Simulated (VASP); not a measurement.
# Si (I4/mmm) in VASP: a series of runs

Aim: see how the results for Si move with the level of theory and the settings. Levels: BLYP, RPBE, LDA, revPBE. Tasks: single point.

Program: VASP 6.6.1. These are calculated values, not measurements. Logs are shortened: lines on timing, memory, paths and dates and some standing lists are left out, and cuts for length are marked.

### Step 1. The cell of the first run

Symmetry: I4/mmm, No. 139, tetragonal system. Conventional cell: a = 3.254 Å, b = 3.254 Å, c = 2.641 Å, α = 90.00°, β = 90.00°, γ = 90.00°. Si (site symmetry 4/mmm) has 14 Si at 2.64 to 3.25 Å within 3.5 Å.

### Step 2. Single point, BLYP

INCAR

```
PREC     = Accurate       # precision mode
ENCUT    = 520            # plane-wave cutoff, eV
EDIFF    = 1E-7           # SCF threshold, eV
ISMEAR   = 1              # smearing method
SIGMA    = 0.05           # smearing width, eV
LREAL    = False          # projectors in reciprocal space
LASPH    = True           # aspherical terms in the spheres
NELM     = 100            # most SCF steps
ALGO     = Normal         # electronic algorithm
ISIF     = 2              # what is computed and relaxed
LWAVE    = False          # write WAVECAR
LCHARG   = False          # write CHGCAR
GGA      = B5             # functional
ALDAX    = 1.0          
AGGAX    = 1.0          
AGGAC    = 1.0          
ALDAC    = 0.0          
NBANDS   = 8              # bands
ISYM     = 0
```

KPOINTS

```
regular mesh
0
Gamma
  13 13 11
```

POSCAR

```
Si
1.0
   -1.6269150000      1.6269150000      1.3203300000
    1.6269150000     -1.6269150000      1.3203300000
    1.6269150000      1.6269150000     -1.3203300000
Si
1
Direct
    0.0000000000      0.0000000000      0.0000000000
```

Potentials or basis: VASP PAW PBE potentials, release 64 (Si).

Launch:

```
$ cat potpaw_PBE.64/Si/POTCAR > POTCAR
$ mpirun -np 1 vasp_std > vasp.out
```

OUTCAR:

```text
PREC = Accurate
   ENCUT = 520
   EDIFF = 1E-7
   ISMEAR = 1
   LREAL = False
   LASPH = True
   NELM = 100
   ISIF = 2
   GGA = B5
   ISYM = 0

 ion  position               nearest neighbor table
   1  0.000  0.000  0.000-

IMPORTANT INFORMATION: All symmetrisations will be switched off!
NOSYMM: (Re-)initialisation of all symmetry stuff for point group C_1.

----------------------------------------------------------------------------------------

                                     Primitive cell

  volume of cell :      13.9789

  direct lattice vectors                    reciprocal lattice vectors
    -1.626915000  1.626915000  1.320330000     0.000000000  0.307330131  0.378693205
     1.626915000 -1.626915000  1.320330000     0.307330131  0.000000000  0.378693205
     1.626915000  1.626915000 -1.320330000     0.307330131  0.307330131  0.000000000

  length of vectors
     2.652729942  2.652729942  2.652729942     0.487709292  0.487709292  0.434630439

  position of ions in fractional coordinates (direct lattice)
     0.000000000  0.000000000  0.000000000

  ion indices of the primitive-cell ions
   primitive index   ion index
                 1           1

----------------------------------------------------------------------------------------

 KPOINTS: regular mesh

Automatic generation of k-mesh.
 Grid dimensions read from file:
 generate k-points for:   13   13   11

 Generating k-lattice:

  Cartesian coordinates                     Fractional coordinates (reciprocal lattice)
     0.000000000  0.023640779  0.029130247     0.076923077 -0.000000000  0.000000000
     0.023640779  0.000000000  0.029130247    -0.000000000  0.076923077  0.000000000
     0.027939103  0.027939103  0.000000000     0.000000000  0.000000000  0.090909091

  Length of vectors
     0.037516099  0.037516099  0.039511858

  Shift w.r.t. Gamma in fractional coordinates (k-lattice)
     0.000000000  0.000000000  0.000000000

 -----------------------------------------------------------------------------
|                                                                             |
|           W    W    AA    RRRRR   N    N  II  N    N   GGGG   !!!           |
|           W    W   A  A   R    R  NN   N  II  NN   N  G    G  !!!           |
|           W    W  A    A  R    R  N N  N  II  N N  N  G       !!!           |
|           W WW W  AAAAAA  RRRRR   N  N N  II  N  N N  G  GGG   !            |
|           WW  WW  A    A  R   R   N   NN  II  N   NN  G    G                |
|           W    W  A    A  R    R  N    N  II  N    N   GGGG   !!!           |
|                                                                             |
|     Your reciprocal lattice and k-lattice belong to different lattice       |
|     classes:                                                                |
|                                                                             |
|        The reciprocal lattice is body-centered tetragonal,                  |
|        whereas your k-lattice is base-centered monoclinic.                  |
|                                                                             |
|     Results are often still useful ...                                      |
|                                                                             |
 -----------------------------------------------------------------------------

 WARNING: IBZKPT: internal override: KBLOWUP is changed to .FALSE.
      ... skipping the blow-up phase ...

 Subroutine IBZKPT returns following result:
 ===========================================

 Found    930 irreducible k-points:

 Following reciprocal coordinates:
            Coordinates               Weight
  0.000000  0.000000  0.000000      1.000000
  0.076923  0.000000 -0.000000      2.000000
  0.153846  0.000000  0.000000      2.000000
  0.230769  0.000000  0.000000      2.000000
  0.307692  0.000000  0.000000      2.000000
  0.384615  0.000000 -0.000000      2.000000
[... 16 lines left out ...]
  0.153846  0.153846  0.000000      2.000000
  0.230769  0.153846  0.000000      2.000000
 [... further k-points ...]
   k-points           NKPTS =    930   k-points in BZ     NKDIM =    930   number of bands    NBANDS=      8
   number of dos      NEDOS =    301   number of ions     NIONS =      1
   total plane-waves  NPLWV =   8000
   dimension x,y,z NGX =    20 NGY =   20 NGZ =   20
   dimension x,y,z NGXF=    40 NGYF=   40 NGZF=   40
   ions per type =               1
   NGX,Y,Z   is equivalent  to a cutoff of  12.53, 12.53, 12.53 a.u.
   NGXF,Y,Z  is equivalent  to a cutoff of  25.07, 25.07, 25.07 a.u.
 SYSTEM =  unknown system
   PREC   = accura    normal or accurate (medium, high low for compatibility)
   ISTART =      0    job   : 0-new  1-cont  2-samecut
   ICHARG =      2    charge: 1-file 2-atom 10-const
   ISPIN  =      1    spin polarized calculation?
   LNONCOLLINEAR =      F non collinear calculations
   LSORBIT =      F    spin-orbit coupling
   LASPH  =      T    aspherical Exc in radial PAW
   ENCUT  =  520.0 eV  38.22 Ry    6.18 a.u.   4.93  4.93  4.93*2*pi/ulx,y,z
   NELM   =    100;   NELMIN=  2; NELMDL= -5     # of ELM steps
   EDIFF  = 0.1E-06   stopping-criterion for ELM
   LREAL  =      F    real-space projection
   EDIFFG = 0.1E-05   stopping-criterion for IOM
   NSW    =      0    number of steps for IOM
   IBRION =     -1    ionic relax: 0-MD 1-quasi-New 2-CG
   NFREE  =      0    steps in history (QN), initial steepest desc. (CG)
   ISIF   =      2    stress and relaxation
   ISYM   =      0    0-nonsym 1-usesym 2-fastsym
   POTIM  = 0.5000    time-step for ionic-motion
   TEBEG  =    0.0;   TEEND  =   0.0 temperature during run
   PSTRESS=    0.0 pullay stress
   NELECT =       4.0000    total number of electrons
   NUPDOWN=      -1.0000    fix difference up-down
   EMIN   =  10.00;   EMAX   =-10.00  energy-range for DOS
   EFERMI =   0.00;   METHOD = LEGACY
   ISMEAR =     1;   SIGMA  =   0.05  broadening in eV -4-tet -1-fermi 0-gaus
   EFERMI_NEDOS =   21; number of points for ismear=-14 and -15
   IALGO  =     38    algorithm
   IMIX   =      4    mixing-type and parameters
     AMIX     =   0.40;   BMIX     =  1.00
     AMIX_MAG =   1.60;   BMIX_MAG =  1.00
  volume/ion in A,a.u.               =      13.98        94.33
  Fermi-wavevector in a.u.,A,eV,Ry     =   1.078791  2.038620 15.834333  1.163791
  Thomas-Fermi vector in A             =   2.214739
   LORBIT       =      0    0 simple, 1 ext, 2 COOP (PROOUT), +10 PAW based schemes
   GGA     = B5    functional components
   LHFCALC =     F    Hartree Fock is set to
   AEXX    =    0.0000 exact exchange contribution
   IVDW    =     0    specifies the selected vdW correction
   LEPSILON=     F    determine dielectric tensor
   LRPA    =     F    only Hartree local field effects (RPA)
 non-spin polarized calculation
 Methfessel and Paxton  Order N= 1 SIGMA  =   0.05
  energy-cutoff  :      520.00
  volume of cell :       13.98
 maximum number of plane-waves:       388
   NGX =  9   NGY =  9   NGZ =  9

 number of electron       3.9999999 magnetization

 Free energy of the ion-electron system (eV)
  ---------------------------------------------------
  ext. energy  EPLUGINS =         0.00000000
  ---------------------------------------------------
  free energy    TOTEN  =        -3.74522562 eV

  energy without entropy =       -3.74518866  energy(sigma->0) =       -3.74521330

 E-fermi :  11.0335     XC(G=0): -10.6720

 val. band max:       11.0332301352   @ k =   0.1538  -0.4615   0.0909
 cond. band min:      11.0387605338   @ k =  -0.0769   0.3846  -0.0000
 fundamental gap:      0.0055303986
 Fermi energy:        11.0335358600

 k-point     1 :       0.0000    0.0000    0.0000
  band No.  band energies     occupation
      1      -3.6315      2.00000
      2      20.6249      0.00000
      3      21.0411      0.00000
      4      21.0425      0.00000
      5      24.2516      0.00000
      6      24.6666      0.00000
      7      26.2916      0.00000
      8      26.2949      0.00000

 k-point     2 :       0.0769    0.0000   -0.0000
  band No.  band energies     occupation
      1      -3.4275      2.00000
      2      19.1776      0.00000
      3      20.5262      0.00000
      4      22.4735      0.00000
      5      22.5299      0.00000
      6      25.4987      0.00000
      7      25.6642      0.00000
      8      25.9121      0.00000

 k-point     3 :       0.1538    0.0000    0.0000
  band No.  band energies     occupation
      1      -2.8167      2.00000
      2      17.8454      0.00000
      3      19.1246      0.00000
      4      19.7143      0.00000
      5      22.3473      0.00000
      6      24.6742      0.00000
      7      26.1299      0.00000
      8      27.6243      0.00000

 k-point     4 :       0.2308    0.0000    0.0000
  band No.  band energies     occupation
      1      -1.8028      2.00000
      2      15.6492      0.00000
      3      16.8487      0.00000
      4      18.8028      0.00000
      5      20.7481      0.00000
      6      23.3075      0.00000
      7      28.6177      0.00000
      8      28.6291      0.00000

 k-point     5 :       0.3077    0.0000    0.0000
  band No.  band energies     occupation
      1      -0.3919      2.00000
      2      12.2095      0.00000
      3      16.1895      0.00000
      4      18.1871      0.00000
      5      19.2777      0.00000
      6      22.0378      0.00000
      7      28.7503      0.00000
      8      31.5961      0.00000

 k-point     6 :       0.3846    0.0000   -0.0000
  band No.  band energies     occupation
      1       1.4074      2.00000
      2       9.0159      2.00000
      3      15.8416      0.00000
      4      17.8191      0.00000
      5      18.1714      0.00000
      6      21.0777      0.00000
      7      29.2118      0.00000
      8      34.1080      0.00000

 k-point     7 :       0.4615    0.0000    0.0000
  band No.  band energies     occupation
      1       3.5810      2.00000
      2       6.1359      2.00000
      3      15.7290      0.00000
      4      17.5504      0.00000
      5      17.6597      0.00000
      6      20.5561      0.00000
      7      29.7545      0.00000
      8      32.9862      0.00000
[... 133 lines left out ...]
 k-point    20 :      -0.0769    0.0769    0.0000
  band No.  band energies     occupation
      1      -3.4704      2.00000
      2      18.0063      0.00000
      3      21.1369      0.00000
      4      22.5808      0.00000
      5      23.7209      0.00000
      6      24.7777      0.00000
      7      25.9430      0.00000
      8      27.4988      0.00000

 k-point    21 :       0.0000    0.1538    0.0000
  band No.  band energies     occupation
      1      -2.8167      2.00000
      2      17.8454      0.00000
      3      19.1246      0.00000
      4      19.7143      0.00000
      5      22.3473      0.00000
      6      24.6742      0.00000
      7      26.1299      0.00000
      8      27.6243      0.00000

 k-point    22 :       0.0769    0.1538    0.0000
  band No.  band energies     occupation
      1      -2.1227      2.00000
      2      17.0039      0.00000
      3      17.3756      0.00000
      4      18.8603      0.00000
      5      21.7106      0.00000
      6      23.4658      0.00000
      7      26.2556      0.00000
      8      27.0742      0.00000

 k-point    23 :       0.1538    0.1538    0.0000
  band No.  band energies     occupation
      1      -1.0278      2.00000
      2      14.8122      0.00000
      3      15.9569      0.00000
      4      16.6052      0.00000
      5      22.1796      0.00000
      6      23.7152      0.00000
      7      25.9946      0.00000
      8      26.6638      0.00000

 k-point    24 :       0.2308    0.1538    0.0000
  band No.  band energies     occupation
      1       0.4617      2.00000
      2      11.8632     -0.00000
      3      14.0548      0.00000
      4      16.1102      0.00000
      5      21.6325      0.00000
      6      23.6491      0.00000
      7      25.9961      0.00000
      8      28.7909      0.00000

 [... further k-points ...]

------------------------ aborting loop because EDIFF is reached ----------------------------------------

  FORCE on cell =-STRESS in cart. coord.  units (eV):
  Direction    XX          YY          ZZ          XY          YZ          ZX
  --------------------------------------------------------------------------------------
  -------------------------------------------------------------------------------------
  Total        1.3092547      1.3092547      0.8151127     -0.0019133      0.0158698      0.0158699
  in kB      150.0591566    150.0591601     93.4234743     -0.2192857      1.8189061      1.8189162
  external PRESSURE =     131.1805970 kB  Pullay stress =       0.0000000 kB

 VOLUME and BASIS-vectors are now :
 -----------------------------------------------------------------------------
  energy-cutoff  :      520.00
  volume of cell :       13.98
      direct lattice vectors                 reciprocal lattice vectors
    -1.626915000  1.626915000  1.320330000     0.000000000  0.307330131  0.378693205
     1.626915000 -1.626915000  1.320330000     0.307330131  0.000000000  0.378693205
     1.626915000  1.626915000 -1.320330000     0.307330131  0.307330131  0.000000000

 POSITION                                       TOTAL-FORCE (eV/Angst)
 -----------------------------------------------------------------------------------
      0.00000      0.00000      0.00000         0.000000      0.000000     -0.000000
 -----------------------------------------------------------------------------------
    total drift:                                0.000000      0.000000     -0.000000

  FREE ENERGIE OF THE ION-ELECTRON SYSTEM (eV)
  ---------------------------------------------------
  free  energy   TOTEN  =        -3.7452256155 eV

  energy  without entropy=       -3.7451886572  energy(sigma->0) =       -3.74521330
```

Run time: 2.7 min. Hardware: 1 thread of AMD EPYC 7R13, shared host; peak memory 0.16 GiB.

What came out:

```
Free energy            : -3.7452 eV
Pressure               : 13.1 GPa
Band gap on the k mesh : zero (bands 2 and 3 overlap by 13.17 eV)
```

Stress tensor (GPa, compression positive):
```
15.01 -0.02  0.18
-0.02 15.01  0.18
 0.18  0.18  9.34
```

Caveat: the cell stands under pressure; the PAW data sets were made with another functional, which shifts forces and pressure a little.

### Step 3. Single point, RPBE

INCAR

```
ALGO = Normal
EDIFF = 1E-7
ENCUT = 520
GGA = RP
ISIF = 2
ISMEAR = 1
ISYM = 0
LASPH = True
LCHARG = True
LELF = True
LREAL = False
LVHAR = True
LWAVE = False
NBANDS = 8
NELM = 60
PREC = Accurate
SIGMA = 0.05
```

KPOINTS

```
k-points
0
Gamma
  13 13 11
```

POSCAR is that of step 2.

Potentials or basis: VASP PAW PBE potentials, release 64 (Si).

Launch:

```
$ cat potpaw_PBE.64/Si/POTCAR > POTCAR
$ mpirun -np 1 vasp_std > vasp.out
```

It took 2.7 min on 1 thread of AMD EPYC 7R13, shared host; peak memory 0.16 GiB.

It converged, with:

```yaml
Free_energy: -4.6310 eV
Pressure: 4.5 GPa
Band_gap_on_the_k_mesh: zero (bands 2 and 3 overlap by 13.26 eV)
```

Stress tensor (GPa, compression positive):
```
 5.82 -0.41  0.64
-0.41  5.82  0.64
 0.64  0.64  1.72
```

Levels at points of the mesh, in eV from the Fermi level:
```tsv
k point	band 1	band 2	band 3	band 4	band 5
(0.00, 0.00, 0.00)	-14.74	9.52	10.26	10.26	12.97
```

Caveat: the cell stands under pressure; the PAW data sets were made with another functional, which shifts forces and pressure a little.

### Step 4. Single point, LDA

INCAR

```
SYSTEM = Si
  ALGO = Normal
  EDIFF = 1E-7
  ENCUT = 520
  ISIF = 2
  ISMEAR = 1
  ISYM = 0
  LASPH = .TRUE.
  LCHARG = .FALSE.
  LREAL = .FALSE.
  LWAVE = .FALSE.
  NBANDS = 8
  NELM = 60
  PREC = Accurate
  SIGMA = 0.05
```

KPOINTS

```
k-points
0
G
  13 13 11
  0 0 0
```

POSCAR is that of step 3.

Potentials or basis: VASP PAW LDA potentials, release 64 (Si).

Launch:

```
$ cat potpaw_LDA.64/Si/POTCAR > POTCAR
$ mpirun -np 1 vasp_std > vasp.out
```

It took 2.2 min on 1 thread of AMD EPYC 7R13, shared host; peak memory 0.16 GiB.

It converged, with:

| Quantity | Value |
| --- | --- |
| Free energy | -5.5565 eV |
| Pressure | 0.1 GPa |
| Band gap on the k mesh | zero (bands 2 and 3 overlap by 13.28 eV) |

Stress tensor (GPa, compression positive):
```
 1.50 -0.28  0.44
-0.28  1.50  0.44
 0.44  0.44 -2.83
```

Levels at points of the mesh, in eV from the Fermi level:
| k point | band 1 | band 2 | band 3 | band 4 | band 5 | band 6 | band 7 |
| --- | --- | --- | --- | --- | --- | --- | --- |
| (0.00, 0.00, 0.00) | -14.67 | 9.60 | 10.05 | 10.05 | 13.00 | 13.70 | 15.20 |

### Step 5. Single point, revPBE

INCAR

```
PREC = Accurate ; ENCUT = 520
EDIFF = 1E-6 ; ISMEAR = 1
SIGMA = 0.05 ; LREAL = F
LASPH = T ; NELM = 80
ALGO = Normal ; ISIF = 2
LWAVE = F ; LCHARG = T
GGA = RE ; LELF = T
LVHAR = T ; ISYM = 0
NBANDS = 8
```

KPOINTS

```
regular mesh
0
Gamma
  13 13 11
```

POSCAR is that of step 4.

Potentials or basis: VASP PAW PBE potentials, release 64 (Si).

Launch:

```
$ cat potpaw_PBE.64/Si/POTCAR > POTCAR
$ mpirun -np 1 vasp_std > vasp.out
```

Wall time 2 min (1 thread of AMD EPYC 7R13, shared host); peak memory 0.16 GiB.

Results (log left out):

| Property | Result |
| --- | --- |
| Free energy | -4.6948 eV |
| Pressure | 4.3 GPa |
| Band gap on the k mesh | zero (bands 2 and 3 overlap by 13.27 eV) |

Stress tensor (GPa, compression positive):
```
 5.62 -0.40  0.61
-0.40  5.62  0.61
 0.61  0.61  1.51
```

Levels at points of the mesh, in eV from the Fermi level:
```tsv
k point	band 1	band 2	band 3	band 4	band 5	band 6	band 7
(0.00, 0.00, 0.00)	-14.73	9.54	10.24	10.24	12.98	14.06	15.22
```

Caveat: the cell stands under pressure; the PAW data sets were made with another functional, which shifts forces and pressure a little.

### Step 6. The runs side by side

| level | potentials or basis | gap on the mesh (eV) | pressure (GPa) |
| --- | --- | --- | --- |
| BLYP | VASP PAW PBE potentials, release 64 (Si) | none | 13.1 |
| RPBE | VASP PAW PBE potentials, release 64 (Si) | none | 4.5 |
| LDA | VASP PAW LDA potentials, release 64 (Si) | none | 0.1 |
| revPBE | VASP PAW PBE potentials, release 64 (Si) | none | 4.3 |

Alike in all rows: task single point; no spin polarisation; cell as given; k mesh 13 × 13 × 11; cutoff (eV) 520; smearing methfessel-paxton 0.05 eV.

Caveats: the cell stands under pressure (at least some runs); the PAW data sets were made with another functional, which shifts forces and pressure a little (at least some runs).

Total energies depend on the potentials used, so only differences within one code and one set of settings carry meaning.
